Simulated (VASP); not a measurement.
# ZrF (P6_3mc) in VASP: notebook, part 2 of 2

VASP 6.6.1. Earlier steps stand in the parts before.

## Step 5: Single point, PBE

This run uses another cell than the first one, of 16.30 Å³/atom, 1.104 times its volume.

File INCAR:

```
PREC     = Accurate       # precision mode
ENCUT    = 520            # plane-wave cutoff, eV
EDIFF    = 1E-6           # SCF threshold, eV
ISMEAR   = 0              # smearing method
SIGMA    = 0.1            # smearing width, eV
LREAL    = F              # projectors in reciprocal space
LASPH    = T              # aspherical terms in the spheres
NELM     = 80             # most SCF steps
ALGO     = Normal         # electronic algorithm
ISIF     = 2              # what is computed and relaxed
LWAVE    = F              # write WAVECAR
LCHARG   = F              # write CHGCAR
GGA      = PE             # functional
NBANDS   = 27             # bands
```

File KPOINTS:

```
regular mesh
0
Gamma
  18 18 6
```

File POSCAR:

```
ZrF
1.0
    3.1419820017      0.0000000000      0.0000000000
   -1.5709910008      2.7210362317      0.0000000000
    0.0000000000      0.0000000000      7.6252390785
Zr F
2 2
Direct
    0.3333333333      0.6666666667      0.0434986545
    0.6666666667      0.3333333333      0.5434986545
    0.3333333333      0.6666666667      0.3386013455
    0.6666666667      0.3333333333      0.8386013455
```

Potentials or basis: VASP PAW PBE potentials, release 64 (Zr_sv, F).

The run is started by

```console
$ cat potpaw_PBE.64/Zr_sv/POTCAR potpaw_PBE.64/F/POTCAR > POTCAR
$ mpirun -np 1 vasp_std > vasp.out
```

OUTCAR:

```text
PREC = Accurate
   ENCUT = 520
   EDIFF = 1E-6
   ISMEAR = 0
   LREAL = F
   LASPH = T
   NELM = 80
   ISIF = 2
   GGA = PE

 ion  position               nearest neighbor table
   1  0.333  0.667  0.043-   3 2.25   4 2.39   4 2.39   4 2.39
   2  0.667  0.333  0.543-   4 2.25   3 2.39   3 2.39   3 2.39
   3  0.333  0.667  0.339-   1 2.25   2 2.39   2 2.39   2 2.39
   4  0.667  0.333  0.839-   2 2.25   1 2.39   1 2.39   1 2.39

  LATTYP: Found a hexagonal cell.
 ALAT       =     3.1419820017
 C/A-ratio  =     2.4268882108

  Lattice vectors:

 A1 = (   3.1419820017,   0.0000000000,   0.0000000000)
 A2 = (  -1.5709910008,   2.7210362317,   0.0000000000)
 A3 = (   0.0000000000,   0.0000000000,   7.6252390785)

Analysis of symmetry for initial positions (statically):
=====================================================================
 Subroutine PRICEL returns:
 Original cell was already a primitive cell.

 Routine SETGRP: Setting up the symmetry group for a
 hexagonal supercell.

 Subroutine GETGRP returns: Found 12 space group operations
[... 166 lines left out ...]
  ext. energy  EPLUGINS =         0.00000000
  ---------------------------------------------------
  free energy    TOTEN  =       -27.50443061 eV

  energy without entropy =      -27.46939514  energy(sigma->0) =      -27.48691288

 E-fermi :   8.1383     XC(G=0): -10.6759

 val. band max:        8.1365442926   @ k =   0.4444   0.1111   0.0000
 cond. band min:       8.1399601516   @ k =   0.2778   0.1667   0.1667
 fundamental gap:      0.0034158590
 Fermi energy:         8.1382965066

 k-point     1 :       0.0000    0.0000    0.0000
  band No.  band energies     occupation
      1     -41.5104      2.00000
      2     -41.5030      2.00000
      3     -20.7398      2.00000
      4     -19.8724      2.00000
      5     -18.9477      2.00000
      6     -18.9477      2.00000
[... 709 lines left out ...]
     26      12.3164      0.00000
     27      13.8518      0.00000

 [... further k-points ...]
[... 5 lines left out ...]
  --------------------------------------------------------------------------------------
  -------------------------------------------------------------------------------------
  Total       -0.0252392     -0.0252392      0.0360663     -0.0000000      0.0000000      0.0000000
  in kB       -0.6202896     -0.6202896      0.8863810     -0.0000000      0.0000000      0.0000000
  external PRESSURE =      -0.1180661 kB  Pullay stress =       0.0000000 kB

 VOLUME and BASIS-vectors are now :
 -----------------------------------------------------------------------------
  energy-cutoff  :      520.00
  volume of cell :       65.19
      direct lattice vectors                 reciprocal lattice vectors
     3.141982002  0.000000000  0.000000000     0.318270442  0.183753525  0.000000000
    -1.570991001  2.721036232  0.000000000     0.000000000  0.367507051  0.000000000
     0.000000000  0.000000000  7.625239078     0.000000000  0.000000000  0.131143429

 POSITION                                       TOTAL-FORCE (eV/Angst)
 -----------------------------------------------------------------------------------
     -0.00000      1.81402      0.33169         0.000000      0.000000      0.001964
      1.57099      0.90701      4.14431         0.000000     -0.000000      0.001964
     -0.00000      1.81402      2.58192         0.000000     -0.000000     -0.001964
      1.57099      0.90701      6.39454         0.000000      0.000000     -0.001964
 -----------------------------------------------------------------------------------
    total drift:                               -0.000000      0.000000      0.000543

  FREE ENERGIE OF THE ION-ELECTRON SYSTEM (eV)
  ---------------------------------------------------
  free  energy   TOTEN  =       -27.5044306107 eV

  energy  without entropy=      -27.4693951406  energy(sigma->0) =      -27.48691288
```

stdout:

```text
POSCAR found type information on POSCAR ZrF
 POSCAR found :  2 types and       4 ions
 scaLAPACK will be used
 LDA part: xc-table for (Slater+PW92), standard interpolation
 POSCAR, INCAR and KPOINTS ok, starting setup
 FFT: planning ... GRIDC
 FFT: planning ... GRID_SOFT
 FFT: planning ... GRID
 WAVECAR not read
 entering main loop
```

Run time: 2.7 min. Hardware: 1 thread of Intel Xeon Platinum 8259CL at 2.50GHz (Skylake/Cascade Lake), shared host; peak memory 0.33 GiB.

Results:

| Property | Result |
| --- | --- |
| Free energy | -27.5044 eV |
| Pressure | 0.0 GPa |
| Band gap on the k mesh | zero (band 19 reaches 9.04 eV, above the bottom of band 20 at 7.69 eV) |

## Step 6: The runs side by side

```csv
task,cell,k mesh,cutoff (eV),gap on the mesh (eV),pressure (GPa),largest force (eV/Å)
single point,"a = 3.492, b = 3.492, c = 5.593 Å, angles 90.0, 90.0, 120.0°, 4 atoms",6 × 6 × 4,520,none,22.7,0.62
single point,"a = 3.131, b = 3.131, c = 7.672 Å, angles 90.0, 90.0, 120.0°, 4 atoms",6 × 6 × 4,520,none,-0.1,0.01
relaxation of cell and atoms,"relaxed from a = 3.492, b = 3.492, c = 5.593 Å, angles 90.0, 90.0, 120.0°, 4 atoms",6 × 6 × 4,600,none,-0.2,0.01
single point,"a = 3.142, b = 3.142, c = 7.625 Å, angles 90.0, 90.0, 120.0°, 4 atoms",18 × 18 × 6,520,none,0.0,-
```

Alike in all rows: level PBE; potentials or basis VASP PAW PBE potentials, release 64 (Zr_sv, F); no spin polarisation; smearing gaussian 0.1 eV.

Caveats: some runs use coarse meshes.

Total energies depend on the potentials used, so only differences within one code and one set of settings carry meaning.
